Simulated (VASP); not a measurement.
Here is a VASP 6.6.1 calculation.

Contents of INCAR:

```
SYSTEM = C
  ALGO = Normal
  EDIFF = 1E-7
  ENCUT = 520
  GGA = RP
  ISIF = 2
  ISMEAR = -1
  LASPH = .True.
  LCHARG = .False.
  LREAL = .False.
  LWAVE = .False.
  NBANDS = 8
  NELM = 80
  PREC = Accurate
  SIGMA = 0.1
```

File KPOINTS:

```
k-points
0
Gamma
  30 30 30
  0 0 0
```

POSCAR

```
C
1.0
   -1.1952113087      1.1952113087      1.1952113087
    1.1952113087     -1.1952113087      1.1952113087
    1.1952113087      1.1952113087     -1.1952113087
C
1
Direct
    0.0000000000      0.0000000000      0.0000000000
```

Potentials or basis: VASP PAW PBE potentials, release 64 (C).

The run is started by

```bash
$ cat potpaw_PBE.64/C/POTCAR > POTCAR
$ mpirun -np 1 vasp_std > vasp.out
```

Predict the band gap on the k mesh.

zero (band 2 reaches 17.25 eV, above the bottom of band 3 at 3.39 eV).

Predict the pressure.

0.0 GPa.

Caveat: the PAW data sets were made with another functional, which shifts forces and pressure a little.
